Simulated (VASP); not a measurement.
# Al (P6_3/mmc) in VASP: further runs

Al is run at these levels: PBEsol; tasks: single point.

All numbers are computed with VASP 6.6.1; they aren't measurements. Logs are shortened: lines on timing, memory, paths and dates and some standing lists are left out, and cuts for length are marked.

### 1 The cell of the first run

It takes space group P6_3/mmc (No. 194, hexagonal). The conventional cell has a = 2.735 Å, b = 2.735 Å, c = 4.733 Å, α = 90.00°, β = 90.00°, γ = 120.00°. Within 3.6 Å of Al (site symmetry -6m2) lie 12 Al at 2.74 to 2.85 Å.

### 2 Single point, PBEsol

Contents of INCAR:

```
SYSTEM = Al
PREC     = Accurate       ! precision mode
ENCUT    = 520            ! plane-wave cutoff, eV
EDIFF    = 1E-6           ! SCF threshold, eV
ISMEAR   = -1             ! smearing method
SIGMA    = 0.1            ! smearing width, eV
LREAL    = .False.        ! projectors in reciprocal space
LASPH    = .True.         ! aspherical terms in the spheres
NELM     = 80             ! most SCF steps
ALGO     = Normal         ! electronic algorithm
ISIF     = 2              ! what is computed and relaxed
LWAVE    = .False.        ! write WAVECAR
LCHARG   = .False.        ! write CHGCAR
GGA      = PS             ! functional
NBANDS   = 10             ! bands
```

Contents of KPOINTS:

```
Automatic mesh
0
Gamma
  12 12 6
  0 0 0
```

Contents of POSCAR:

```
Al
1.0
    2.7353623072      0.0000000000      0.0000000000
   -1.3676816399      2.3688937553      0.0000000000
    0.0000000000      0.0000000000      4.7334439289
Al
2
Direct
    0.6666666667      0.3333333333      0.7500000000
    0.3333333333      0.6666666667      0.2500000000
```

Potentials or basis: VASP PAW PBE potentials, release 64 (Al).

Launch:

```bash
$ cat potpaw_PBE.64/Al/POTCAR > POTCAR
$ mpirun -np 1 vasp_std > vasp.out
```

OUTCAR:

```text
SYSTEM = Al
   PREC = Accurate
   ENCUT = 520
   EDIFF = 1E-6
   ISMEAR = -1
   LREAL = .False.
   LASPH = .True.
   NELM = 80
   ISIF = 2
   GGA = PS

 ion  position               nearest neighbor table
   1  0.667  0.333  0.750-   2 2.85   2 2.85   2 2.85   2 2.85   2 2.85   2 2.85
   2  0.333  0.667  0.250-   1 2.85   1 2.85   1 2.85   1 2.85   1 2.85   1 2.85

  LATTYP: Found a hexagonal cell.
 ALAT       =     2.7353623072
 C/A-ratio  =     1.7304632430

  Lattice vectors:

 A1 = (   2.7353623072,   0.0000000000,   0.0000000000)
 A2 = (  -1.3676816399,   2.3688937553,   0.0000000000)
 A3 = (   0.0000000000,   0.0000000000,   4.7334439289)

Analysis of symmetry for initial positions (statically):
=====================================================================
 Subroutine PRICEL returns:
 Original cell was already a primitive cell.

 Routine SETGRP: Setting up the symmetry group for a
 hexagonal supercell.

 Subroutine GETGRP returns: Found 24 space group operations
 (whereof 12 operations were pure point group operations)
 out of a pool of 24 trial point group operations.

The static configuration has the point symmetry D_3d.
 The point group associated with its full space group is D_6h.

Analysis of symmetry for dynamics (positions and initial velocities):
=====================================================================
 Subroutine PRICEL returns:
 Original cell was already a primitive cell.

 Routine SETGRP: Setting up the symmetry group for a
 hexagonal supercell.

 Subroutine GETGRP returns: Found 24 space group operations
 (whereof 12 operations were pure point group operations)
 out of a pool of 24 trial point group operations.

The dynamic configuration has the point symmetry D_3d.
 The point group associated with its full space group is D_6h.

 Subroutine INISYM returns: Found 24 space group operations
 (whereof 12 operations are pure point group operations),
 and found     1 'primitive' translations

----------------------------------------------------------------------------------------

                                     Primitive cell

  volume of cell :      30.6717

  direct lattice vectors                    reciprocal lattice vectors
     2.735362307  0.000000000  0.000000000     0.365582284  0.211069060  0.000000000
    -1.367681640  2.368893755  0.000000000     0.000000000  0.422137970  0.000000000
     0.000000000  0.000000000  4.733443929     0.000000000  0.000000000  0.211262669

  length of vectors
     2.735362307  2.735362991  4.733443929     0.422138075  0.422137970  0.211262669

  position of ions in fractional coordinates (direct lattice)
     0.666666667  0.333333333  0.750000000
     0.333333333  0.666666667  0.250000000

  ion indices of the primitive-cell ions
   primitive index   ion index
                 1           1
                 2           2

----------------------------------------------------------------------------------------

 KPOINTS: Automatic mesh

Automatic generation of k-mesh.
 Grid dimensions read from file:
 generate k-points for:   12   12    6

 Generating k-lattice:

  Cartesian coordinates                     Fractional coordinates (reciprocal lattice)
     0.030465190  0.017589088  0.000000000     0.083333333  0.000000000  0.000000000
     0.000000000  0.035178164  0.000000000     0.000000000  0.083333333  0.000000000
     0.000000000  0.000000000  0.035210445     0.000000000  0.000000000  0.166666667

  Length of vectors
     0.035178173  0.035178164  0.035210445

  Shift w.r.t. Gamma in fractional coordinates (k-lattice)
     0.000000000  0.000000000  0.000000000

 Subroutine IBZKPT returns following result:
 ===========================================

 Found     76 irreducible k-points:

 Following reciprocal coordinates:
            Coordinates               Weight
  0.000000  0.000000  0.000000      1.000000
  0.083333 -0.000000  0.000000      6.000000
  0.166667  0.000000  0.000000      6.000000
  0.250000 -0.000000  0.000000      6.000000
  0.333333  0.000000  0.000000      6.000000
  0.416667  0.000000  0.000000      6.000000
[... 16 lines left out ...]
  0.250000 -0.000000  0.166667     12.000000
  0.333333  0.000000  0.166667     12.000000
 [... further k-points ...]
   k-points           NKPTS =     76   k-points in BZ     NKDIM =     76   number of bands    NBANDS=     10
   number of dos      NEDOS =    301   number of ions     NIONS =      2
   total plane-waves  NPLWV =  14400
   dimension x,y,z NGX =    20 NGY =   20 NGZ =   36
   dimension x,y,z NGXF=    40 NGYF=   40 NGZF=   72
   ions per type =               2
   NGX,Y,Z   is equivalent  to a cutoff of  12.16, 12.16, 12.64 a.u.
   NGXF,Y,Z  is equivalent  to a cutoff of  24.31, 24.31, 25.29 a.u.
 SYSTEM =  Al
   PREC   = accura    normal or accurate (medium, high low for compatibility)
   ISTART =      0    job   : 0-new  1-cont  2-samecut
   ICHARG =      2    charge: 1-file 2-atom 10-const
   ISPIN  =      1    spin polarized calculation?
   LNONCOLLINEAR =      F non collinear calculations
   LSORBIT =      F    spin-orbit coupling
   LASPH  =      T    aspherical Exc in radial PAW
   ENCUT  =  520.0 eV  38.22 Ry    6.18 a.u.   5.09  5.09  8.80*2*pi/ulx,y,z
   NELM   =     80;   NELMIN=  2; NELMDL= -5     # of ELM steps
   EDIFF  = 0.1E-05   stopping-criterion for ELM
   LREAL  =      F    real-space projection
   EDIFFG = 0.1E-04   stopping-criterion for IOM
   NSW    =      0    number of steps for IOM
   IBRION =     -1    ionic relax: 0-MD 1-quasi-New 2-CG
   NFREE  =      0    steps in history (QN), initial steepest desc. (CG)
   ISIF   =      2    stress and relaxation
   ISYM   =      2    0-nonsym 1-usesym 2-fastsym
   POTIM  = 0.5000    time-step for ionic-motion
   TEBEG  =    0.0;   TEEND  =   0.0 temperature during run
   PSTRESS=    0.0 pullay stress
   NELECT =       6.0000    total number of electrons
   NUPDOWN=      -1.0000    fix difference up-down
   EMIN   =  10.00;   EMAX   =-10.00  energy-range for DOS
   EFERMI =   0.00;   METHOD = LEGACY
   ISMEAR =    -1;   SIGMA  =   0.10  broadening in eV -4-tet -1-fermi 0-gaus
   EFERMI_NEDOS =   21; number of points for ismear=-14 and -15
   IALGO  =     38    algorithm
   IMIX   =      4    mixing-type and parameters
     AMIX     =   0.40;   BMIX     =  1.00
     AMIX_MAG =   1.60;   BMIX_MAG =  1.00
  volume/ion in A,a.u.               =      15.34       103.49
  Fermi-wavevector in a.u.,A,eV,Ry     =   0.950341  1.795884 12.288068  0.903148
  Thomas-Fermi vector in A             =   2.078708
   LORBIT       =      0    0 simple, 1 ext, 2 COOP (PROOUT), +10 PAW based schemes
   GGA     = PS    functional components
   LHFCALC =     F    Hartree Fock is set to
   AEXX    =    0.0000 exact exchange contribution
   IVDW    =     0    specifies the selected vdW correction
   LEPSILON=     F    determine dielectric tensor
   LRPA    =     F    only Hartree local field effects (RPA)
 non-spin polarized calculation
  energy-cutoff  :      520.00
  volume of cell :       30.67
 maximum number of plane-waves:       845
   NGX = 11   NGY = 11   NGZ = 17

 number of electron       6.0000000 magnetization

 Free energy of the ion-electron system (eV)
  ---------------------------------------------------
  ext. energy  EPLUGINS =         0.00000000
  ---------------------------------------------------
  free energy    TOTEN  =        -8.07871674 eV

  energy without entropy =       -8.05221266  energy(sigma->0) =       -8.06546470

 E-fermi :   8.7235     XC(G=0): -10.5264

 val. band max:        8.7190644285   @ k =   0.3333   0.0833   0.5000
 cond. band min:       8.7676932530   @ k =   0.4167   0.0833   0.0000
 fundamental gap:      0.0486288245
 Fermi energy:         8.7234706578

 k-point     1 :       0.0000    0.0000    0.0000
  band No.  band energies     occupation
      1      -2.9168      2.00000
      2       3.5289      2.00000
      3       3.5362      2.00000
      4      20.2486      0.00000
      5      20.8669      0.00000
      6      20.8669      0.00000
      7      20.8946      0.00000
      8      20.8947      0.00000
      9      22.0194      0.00000
     10      24.3132      0.00000

 k-point     2 :       0.0833   -0.0000    0.0000
  band No.  band energies     occupation
      1      -2.7339      2.00000
      2       3.7059      2.00000
      3       3.7070      2.00000
      4      17.8169      0.00000
      5      19.2134      0.00000
      6      20.0176      0.00000
      7      21.3202      0.00000
      8      22.1287      0.00000
      9      22.7461      0.00000
     10      23.7985      0.00000

 k-point     3 :       0.1667    0.0000    0.0000
  band No.  band energies     occupation
      1      -2.1867      2.00000
      2       4.2153      2.00000
      3       4.2358      2.00000
      4      14.5066      0.00000
      5      17.8437      0.00000
      6      18.6679      0.00000
      7      20.2597      0.00000
      8      20.4721      0.00000
      9      22.5537      0.00000
     10      22.6398      0.00000

 k-point     4 :       0.2500   -0.0000    0.0000
  band No.  band energies     occupation
      1      -1.2801      2.00000
      2       5.0646      2.00000
      3       5.0942      2.00000
      4      11.3901      0.00000
      5      16.5827      0.00000
      6      16.7798      0.00000
      7      17.3464      0.00000
      8      18.8488      0.00000
      9      22.1162      0.00000
     10      22.4777      0.00000
[... 222 lines left out ...]
 k-point    22 :       0.1667    0.0000    0.1667
  band No.  band energies     occupation
      1      -2.0045      2.00000
      2       2.2971      2.00000
      3       6.4715      2.00000
      4      14.6462      0.00000
      5      17.9961      0.00000
      6      18.1376      0.00000
      7      18.1940      0.00000
      8      20.3815      0.00000
      9      21.6381      0.00000
     10      22.3695      0.00000

 k-point    23 :       0.2500   -0.0000    0.1667
  band No.  band energies     occupation
      1      -1.0991      2.00000
      2       3.1701      2.00000
      3       7.2924      2.00000
      4      11.5608      0.00000
      5      15.3434      0.00000
      6      16.9331      0.00000
      7      17.8913      0.00000
      8      19.1037      0.00000
      9      20.5545      0.00000
     10      20.6264      0.00000

 k-point    24 :       0.3333    0.0000    0.1667
  band No.  band energies     occupation
      1       0.1571      2.00000
      2       4.3679      2.00000
      3       8.0591      1.99740
      4       9.1183      0.03783
      5      12.6320      0.00000
      6      16.1751      0.00000
      7      16.1964      0.00000
      8      18.0161      0.00000
      9      19.8811      0.00000
     10      20.6001      0.00000

 [... further k-points ...]

------------------------ aborting loop because EDIFF is reached ----------------------------------------

  FORCE on cell =-STRESS in cart. coord.  units (eV):
  Direction    XX          YY          ZZ          XY          YZ          ZX
  --------------------------------------------------------------------------------------
  -------------------------------------------------------------------------------------
  Total        1.4672119      1.4672125      0.4244087     -0.0000003     -0.0000000      0.0000000
  in kB       76.6418078     76.6418407     22.1695630     -0.0000157     -0.0000000      0.0000000
  external PRESSURE =      58.4844038 kB  Pullay stress =       0.0000000 kB

 VOLUME and BASIS-vectors are now :
 -----------------------------------------------------------------------------
  energy-cutoff  :      520.00
  volume of cell :       30.67
      direct lattice vectors                 reciprocal lattice vectors
     2.735362307  0.000000000  0.000000000     0.365582284  0.211069060  0.000000000
    -1.367681640  2.368893755  0.000000000     0.000000000  0.422137970  0.000000000
     0.000000000  0.000000000  4.733443929     0.000000000  0.000000000  0.211262669

 POSITION                                       TOTAL-FORCE (eV/Angst)
 -----------------------------------------------------------------------------------
      1.36768      0.78963      3.55008        -0.000000      0.000000      0.000000
     -0.00000      1.57926      1.18336         0.000000     -0.000000      0.000000
 -----------------------------------------------------------------------------------
    total drift:                                0.000000     -0.000000     -0.000000

  FREE ENERGIE OF THE ION-ELECTRON SYSTEM (eV)
  ---------------------------------------------------
  free  energy   TOTEN  =        -8.0787167428 eV

  energy  without entropy=       -8.0522126576  energy(sigma->0) =       -8.06546470
```

It took 28 s on 1 thread of AMD EPYC 7R13, shared host; peak memory 0.11 GiB.

What came out:

```
Free energy            : -8.0787 eV
Pressure               : 5.8 GPa
Band gap on the k mesh : zero (band 3 reaches 12.56 eV, above the bottom of band 4 at 5.56 eV)
```

Stress tensor (GPa, compression positive):
```
7.66 0.00 0.00
0.00 7.66 0.00
0.00 0.00 2.22
```

Caveat: the PAW data sets were made with another functional, which shifts forces and pressure a little.

### 3 Single point, PBEsol

This run uses another cell than the first one, of 16.00 Å³/atom, 1.043 times its volume.

Contents of INCAR:

```
PREC = Accurate
ENCUT = 520
EDIFF = 1E-6
ISMEAR = -1
SIGMA = 0.1
LREAL = F
LASPH = T
NELM = 60
ALGO = Normal
ISIF = 2
LWAVE = F
LCHARG = T
GGA = PS
LELF = T
LVHAR = T
NBANDS = 10
```

Contents of KPOINTS:

```
regular mesh
0
Gamma
  12 12 6
```

Contents of POSCAR:

```
Al
1.0
    2.7744441918      0.0000000000      0.0000000000
   -1.3872225891      2.4027396674      0.0000000000
    0.0000000000      0.0000000000      4.8010736936
Al
2
Direct
    0.6666666667      0.3333333333      0.7500000000
    0.3333333333      0.6666666667      0.2500000000
```

Potentials or basis: VASP PAW PBE potentials, release 64 (Al).

Launch:

```bash
$ cat potpaw_PBE.64/Al/POTCAR > POTCAR
$ mpirun -np 1 vasp_std > vasp.out
```

Wall time 44 s (1 thread of AMD EPYC 7R13, shared host); peak memory 0.13 GiB.

It converged, with:

```
Free energy            : -8.1099 eV
Pressure               : 1.8 GPa
Band gap on the k mesh : zero (band 3 reaches 12.02 eV, above the bottom of band 4 at 5.15 eV)
```

Stress tensor (GPa, compression positive):
```
 3.25  0.00  0.00
 0.00  3.25  0.00
 0.00  0.00 -1.17
```

Levels at points of the mesh, in eV from the Fermi level:
```csv
k point,band 1,band 2,band 3,band 4,band 5,band 6,band 7
"(0.00, 0.00, 0.00)",-11.34,-5.12,-5.00,11.33,11.79,11.79,11.89
"(0.50, 0.00, 0.00)",-5.12,-5.07,0.61,0.68,1.39,1.45,6.46
"(0.00, 0.00, 0.50)",-9.74,-9.74,2.45,2.45,12.72,12.72,12.72
"(0.50, 0.00, 0.50)",-3.93,-3.93,-3.12,-3.12,7.50,7.50,7.82
```

Caveat: the PAW data sets were made with another functional, which shifts forces and pressure a little.

### 4 Single point, PBEsol

This run uses another cell than the first one, of 16.67 Å³/atom, 1.087 times its volume.

Contents of INCAR:

```
SYSTEM = Al
  PREC = Accurate
  ENCUT = 520
  EDIFF = 1E-7
  ISMEAR = -1
  SIGMA = 0.1
  LREAL = .FALSE.
  LASPH = .TRUE.
  NELM = 80
  ALGO = Normal
  ISIF = 2
  LWAVE = .FALSE.
  LCHARG = .FALSE.
  GGA = PS
  NBANDS = 10
```

Contents of KPOINTS:

```
regular mesh
0
G
  12 12 6
  0 0 0
```

Contents of POSCAR:

```
Al
1.0
    2.8124550000      0.0000000000      0.0000000000
   -1.4062280000      2.4356580000      0.0000000000
    0.0000000000      0.0000000000      4.8668500000
Al
2
Direct
    0.6666666667      0.3333333333      0.7500000000
    0.3333333333      0.6666666667      0.2500000000
```

Launch:

```bash
$ cat potpaw_PBE.64/Al/POTCAR > POTCAR
$ mpirun -np 1 vasp_std > vasp.out
```

Run time: 41 s. Hardware: 1 thread of AMD EPYC 7R13, shared host; peak memory 0.13 GiB.

It converged, with:

- Free energy: -8.1107 eV
- Pressure: -1.5 GPa
- Band gap on the k mesh: zero (band 3 reaches 11.52 eV, above the bottom of band 4 at 4.76 eV)

Stress tensor (GPa, compression positive):
```
-0.28  0.00  0.00
 0.00 -0.28  0.00
 0.00  0.00 -3.86
```

Levels at points of the mesh, in eV from the Fermi level:
```
           k point  band 1  band 2  band 3  band 4  band 5  band 6  band 7
(0.00, 0.00, 0.00)  -11.05   -5.05   -4.82   11.15   11.43   11.43   11.65
(0.50, 0.00, 0.00)   -5.01   -4.92    0.62    0.62    1.35    1.45    6.25
(0.00, 0.00, 0.50)   -9.50   -9.50    2.39    2.39   12.46   12.46   12.46
(0.50, 0.00, 0.50)   -3.80   -3.80   -3.07   -3.07    7.43    7.43    7.58
```

Caveat: the PAW data sets were made with another functional, which shifts forces and pressure a little.

### 5 The runs side by side

| cell | gap on the mesh (eV) | pressure (GPa) |
| --- | --- | --- |
| a = 2.735, b = 2.735, c = 4.733 Å, angles 90.0, 90.0, 120.0°, 2 atoms | none | 5.8 |
| a = 2.774, b = 2.774, c = 4.801 Å, angles 90.0, 90.0, 120.0°, 2 atoms | none | 1.8 |
| a = 2.812, b = 2.812, c = 4.867 Å, angles 90.0, 90.0, 120.0°, 2 atoms | none | -1.5 |

Alike in all rows: task single point; level PBEsol; potentials or basis VASP PAW PBE potentials, release 64 (Al); no spin polarisation; k mesh 12 × 12 × 6; cutoff (eV) 520; smearing fermi-dirac 0.1 eV.

Caveats: the PAW data sets were made with another functional, which shifts forces and pressure a little.

Absolute energies hang on the potentials; compare differences alone.
